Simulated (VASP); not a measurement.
A run of VASP 6.6.1 is set up as follows.

INCAR

```
ALGO     = Normal         # electronic algorithm
DIPOL    = 0.5 0.5 0.337
EDIFF    = 1E-6           # SCF threshold, eV
ENCUT    = 520            # plane-wave cutoff, eV
GGA      = PE             # functional
IDIPOL   = 3            
ISIF     = 2              # what is computed and relaxed
ISMEAR   = 0              # smearing method
LASPH    = True           # aspherical terms in the spheres
LCHARG   = True           # write CHGCAR
LDIPOL   = True         
LELF     = True           # ELF
LREAL    = False          # projectors in reciprocal space
LVACPOTAV= True         
LVHAR    = True         
LWAVE    = False          # write WAVECAR
NBANDS   = 28             # bands
NELM     = 100            # most SCF steps
PREC     = Accurate       # precision mode
SIGMA    = 0.1            # smearing width, eV
```

File KPOINTS:

```
k-points
0
Gamma
  9 3 1
```

File POSCAR:

```
Al9O
1.0
    2.8535431553      0.0000000000      0.0000000000
   -1.4267715777      9.7014842378      0.0000000000
    0.0000000000      0.0000000000     20.2903703566
Al O
9 1
Direct
    0.5324432082      0.0648864163      0.1971378506
    0.6709612116      0.3419224231      0.2462112387
    0.2986648122      0.5973296244      0.2560259163
    0.9263684129      0.8527368258      0.2658405940
    0.0639544175      0.1277109188      0.3154271765
    0.1995835182      0.4042231282      0.3707799904
    0.8288001109      0.6596656509      0.3785021740
    0.4526153906      0.9110819271      0.3874246327
    0.8436158140      0.1834090121      0.4515711543
    1.3424854425      0.1814072012      0.4967488911
```

Potentials or basis: VASP PAW PBE potentials, release 64 (Al, O).

The run is started by

```sh
$ cat potpaw_PBE.64/Al/POTCAR potpaw_PBE.64/O/POTCAR > POTCAR
$ mpirun -np 1 vasp_std > vasp.out
```

Task: Estimate the largest force.

Result: 0.474 eV/Å.

Forces on the atoms (eV/Å):
```
Al   0.027  0.169 -0.029
Al  -0.030  0.127  0.019
Al  -0.037 -0.160  0.043
Al   0.019 -0.216 -0.100
Al  -0.120  0.181  0.422
Al   0.021  0.213 -0.301
Al  -0.003 -0.106  0.033
Al   0.039 -0.086 -0.086
Al  -0.001  0.000 -0.030
O    0.083 -0.122  0.028
```

Caveat: an odd number of electrons without spin polarisation forces a metal; a magnetic or distorted state may lie lower.
